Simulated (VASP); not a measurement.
Cs, 1 atom in the cell. The structure is cubic, space group Im-3m (No. 229). The conventional cell has a = 5.768 Å, b = 5.768 Å, c = 5.768 Å, α = 90.00°, β = 90.00°, γ = 90.00°. 

```yaml
Program: VASP 6.6.1
Task: single point
Functional: LDA
Potentials_or_basis: VASP PAW LDA potentials, release 64 (Cs_sv)
Cutoff: 520 eV
k_mesh: 8 × 8 × 8
Occupations: gaussian, width 0.6 eV
Spin: no spin polarisation
Dipole_correction: no
Further_INCAR_settings: ALGO = Normal; EDIFF = 1e-07; NBANDS = 10
```

Potentials or basis: VASP PAW LDA potentials, release 64 (Cs_sv).

Run with:

```console
$ cat potpaw_LDA.64/Cs_sv/POTCAR > POTCAR
$ mpirun -np 1 vasp_std > vasp.out
```

Hardware: 1 thread of Intel Xeon 6975P-C, with other jobs on the host.

Question: Estimate the wall time of this run.

Answer: Run time: 20 s on 1 thread of Intel Xeon 6975P-C (shared host), peak memory 0.19 GiB. Counts: scf iterations 11, k points 29.
